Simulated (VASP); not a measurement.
Here is a VASP 6.6.1 calculation.

The input POSCAR:

```
CaSi6
1.0
    5.0106530800      0.0207245700      0.0342522700
    0.0207245700      4.9429204100      0.0499932100
    0.0342522700      0.0499932100      4.9722397000
Ca Si
1 6
Direct
    0.5116620000      0.4992190000      0.4841630000
    0.0390660000      0.0004240000      0.3011590000
    0.9785450000      0.9987590000      0.7120790000
    0.3320740000      0.9872510000      0.9911190000
    0.7296120000      0.9831670000      0.0395750000
    0.9852460000      0.2789280000      0.9938860000
    0.0187580000      0.7221500000      0.0312500000
```

Contents of INCAR.step1:

```
SYSTEM = CaSi6
PREC     = Accurate       ! precision mode
ENCUT    = 520            ! plane-wave cutoff, eV
ISMEAR   = -5             ! smearing method
SIGMA    = 0.1            ! smearing width, eV
LREAL    = .FALSE.        ! projectors in reciprocal space
LASPH    = .TRUE.         ! aspherical terms in the spheres
NELM     = 100            ! most SCF steps
NBANDS   = 26             ! bands
GGA      = PE             ! functional
ALGO     = Normal         ! electronic algorithm
EDIFF    = 1E-4           ! SCF threshold, eV
LWAVE    = .TRUE.         ! write WAVECAR
LCHARG   = .FALSE.        ! write CHGCAR
```

INCAR.step2

```
SYSTEM = CaSi6
PREC     = Accurate       ! precision mode
ENCUT    = 520            ! plane-wave cutoff, eV
EDIFF    = 1E-6           ! SCF threshold, eV
ISMEAR   = -5             ! smearing method
SIGMA    = 0.1            ! smearing width, eV
LREAL    = .FALSE.        ! projectors in reciprocal space
LASPH    = .TRUE.         ! aspherical terms in the spheres
NELM     = 100            ! most SCF steps
ALGO     = Normal         ! electronic algorithm
ISIF     = 2              ! what is computed and relaxed
LWAVE    = .FALSE.        ! write WAVECAR
LCHARG   = .FALSE.        ! write CHGCAR
METAGGA  = R2SCAN         ! meta-GGA
LMIXTAU  = .TRUE.       
NBANDS   = 26             ! bands
ISTART   = 1
```

Contents of KPOINTS:

```
Automatic mesh
0
Gamma
  4 4 4
  0 0 0.5
```

Potentials or basis: VASP PAW PBE potentials, release 64 (Ca_sv, Si).

Run with:

```sh
$ cat potpaw_PBE.64/Ca_sv/POTCAR potpaw_PBE.64/Si/POTCAR > POTCAR
$ cp INCAR.step1 INCAR
$ mpirun -np 1 vasp_std > vasp.out
$ cp INCAR.step2 INCAR
$ mpirun -np 1 vasp_std > vasp.out
```

**Question.** Predict the band gap on the k mesh.

**Answer.** Zero (band 17 reaches 8.50 eV, above the bottom of band 18 at 7.21 eV).

**Question.** Predict the largest force.

**Answer.** 14.694 eV/Å.

**Question.** What does it give for the pressure?

**Answer.** 55.9 GPa.

Stress tensor (GPa, compression positive):
```
58.95  1.69 -0.43
 1.69 51.90  3.93
-0.43  3.93 56.99
```

Caveat: the PAW data sets were made with another functional, which shifts forces and pressure a little; tetrahedron occupations give inexact forces and stress in metals.
